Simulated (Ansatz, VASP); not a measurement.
**One calculation of Mo, two programs**

```
Mo
1.0
    -1.54967    1.54967    1.54967
     1.54967   -1.54967    1.54967
     1.54967    1.54967   -1.54967
Mo
1
Cartesian
  0.0000 0.0000 0.0000
```

Alike in both runs: task relaxation of cell and atoms; functional PBE; k mesh 8 × 8 × 8; occupations gaussian, width 0.1 eV; no spin polarisation.

|  | VASP | Ansatz |
| --- | --- | --- |
| version | VASP 6.6.1 | Ansatz 0.2.0 |
| potentials or method | VASP PAW PBE potentials, release 64 (Mo_sv), cutoff 500 eV | scalar-relativistic, plane waves, PAW |
| valence electrons in the cell | 14 | 14 |

```csv
,VASP,Ansatz,Ansatz less VASP
"gap on the k mesh at the Fermi level, each at its own relaxed structure (eV)",none,none,-
relaxed volume (Å³/atom),15.86,15.83,-0.031
relaxed cell length with the largest relative difference (Å),2.741,2.740,-0.0018
```

A gap of «none» marks a metal or a gap that the smearing closes.
